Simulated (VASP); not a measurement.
A run of VASP 6.6.1 is set up as follows.

The input POSCAR:

```
RbBr
1.0
    0.0000000000      3.8563030000      3.8563030000
    3.8563030000      0.0000000000      3.8563030000
    3.8563030000      3.8563030000      0.0000000000
Rb Br
1 1
Direct
   -0.0023280069      0.0134254233      0.0011805348
    0.2330537823      0.2645085202      0.2306976397
```

Contents of INCAR.step1:

```
SYSTEM = RbBr
ALGO = Normal
EDIFF = 1E-4
ENCUT = 520
GGA = PE
ISMEAR = -1
LASPH = .TRUE.
LCHARG = .FALSE.
LREAL = .FALSE.
LWAVE = .TRUE.
NBANDS = 15
NELM = 100
PREC = Accurate
SIGMA = 0.052
```

Contents of INCAR.step2:

```
SYSTEM = RbBr
ALGO = Normal
EDIFF = 1E-6
ENCUT = 520
ISIF = 2
ISMEAR = -1
ISTART = 1
LASPH = .TRUE.
LCHARG = .FALSE.
LMIXTAU = .TRUE.
LREAL = .FALSE.
LWAVE = .FALSE.
METAGGA = R2SCAN
NBANDS = 15
NELM = 100
PREC = Accurate
SIGMA = 0.052
```

File KPOINTS:

```
k-points
0
G
  4 4 4
  0 0 0
```

Potentials or basis: VASP PAW PBE potentials, release 64 (Rb_sv, Br).

Launch:

```sh
$ cat potpaw_PBE.64/Rb_sv/POTCAR potpaw_PBE.64/Br/POTCAR > POTCAR
$ cp INCAR.step1 INCAR
$ mpirun -np 1 vasp_std > vasp.out
$ cp INCAR.step2 INCAR
$ mpirun -np 1 vasp_std > vasp.out
```

(1) What does it give for the pressure?

(2) What does it give for the band gap on the k mesh?

(3) Estimate the largest force.

Answers

(1) 0.2 GPa.

(2) 4.65 eV (least direct gap 4.73 eV).

(3) 0.270 eV/Å.

Caveat: the atoms stand as in a frame of molecular dynamics; the PAW data sets were made with another functional, which shifts forces and pressure a little.
